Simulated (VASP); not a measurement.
**Cu18HO: single point with PBEsol**

Cu18HO, a slab with vacuum:

```xyz
20
Lattice="10.8300 0.0000 0.0000 0.0000 5.1053 0.0000 0.0000 0.0000 14.5527" Properties=species:S:1:pos:R:3 pbc="T T T"
Cu    0.0000    0.0000    1.0000
Cu    3.6100    0.0000    1.0000
Cu    7.2200    0.0000    1.0000
Cu    0.0000    2.5527    1.0000
Cu    3.6100    2.5527    1.0000
Cu    7.2200    2.5527    1.0000
Cu    1.7838    1.2756    2.1389
Cu    5.4389    1.2758    2.1192
Cu    9.0178    1.2759    2.1550
Cu    1.8164    3.8282    2.2022
Cu    5.4051    3.8280    2.1672
Cu    9.0168    3.8286    2.1636
Cu   -0.0322    0.0016    3.3783
Cu    3.6516   -0.0327    3.4277
Cu    7.2240   -0.0007    3.3777
Cu   -0.0321    2.5495    3.3784
Cu    3.6510    2.5814    3.4285
Cu    7.2242    2.5520    3.3776
O     3.4241    1.2736    4.8173
H     2.4905    1.2725    5.1043
```

| Quantity | Value |
| --- | --- |
| Program | VASP 6.6.1 |
| Task | single point |
| Functional | PBEsol |
| Potentials or basis | VASP PAW PBE potentials, release 64 (Cu, O, H) |
| Cutoff | 520 eV |
| k mesh | 1 × 2 × 1 |
| Occupations | fermi-dirac, width 0.15 eV |
| Spin | no spin polarisation |

| Item | Value |
| --- | --- |
| Largest force | 0.254 eV/Å |

Forces in eV/Å, atoms in the order of the input:
```
Cu  -0.090 -0.021 -0.137
Cu  -0.025  0.079  0.231
Cu   0.121 -0.030 -0.221
Cu  -0.089  0.019 -0.136
Cu  -0.025 -0.081  0.234
Cu   0.121  0.028 -0.222
Cu   0.006  0.001  0.010
Cu  -0.009  0.000  0.006
Cu  -0.001  0.000  0.000
Cu   0.014  0.000  0.007
Cu  -0.006  0.001  0.005
Cu  -0.002  0.000 -0.002
Cu  -0.003  0.002  0.043
Cu   0.006 -0.031  0.005
Cu   0.000  0.001  0.041
Cu  -0.003 -0.002  0.043
Cu   0.005  0.032  0.004
Cu   0.000 -0.001  0.042
O    0.055  0.002  0.021
H   -0.075  0.002  0.024
```

Levels at points of the mesh, in eV from the Fermi level:
| k point | band 99 | band 100 | band 101 | band 102 | band 103 | band 104 | band 105 | band 106 |
| --- | --- | --- | --- | --- | --- | --- | --- | --- |
| (0.00, 0.00, 0.00) | -1.05 | -0.89 | -0.74 | -0.55 | 0.06 | 0.07 | 0.41 | 0.70 |
| (0.00, 0.50, 0.00) | -1.60 | -1.14 | -0.66 | -0.48 | 0.34 | 0.36 | 0.65 | 0.65 |

It took 6.7 min on 1 thread of AMD EPYC 7R13 Processor (Zen 3) (shared host), peak memory 0.75 GiB.

Caveat: the k points lie up to 0.62 Å⁻¹ apart; the PAW data sets were made with another functional, which shifts forces and pressure a little; an odd number of electrons without spin polarisation forces a metal; a magnetic or distorted state may lie lower. With open d or f shells a metallic result of PBEsol can be an artefact of self-interaction; +U or a hybrid may open a gap.
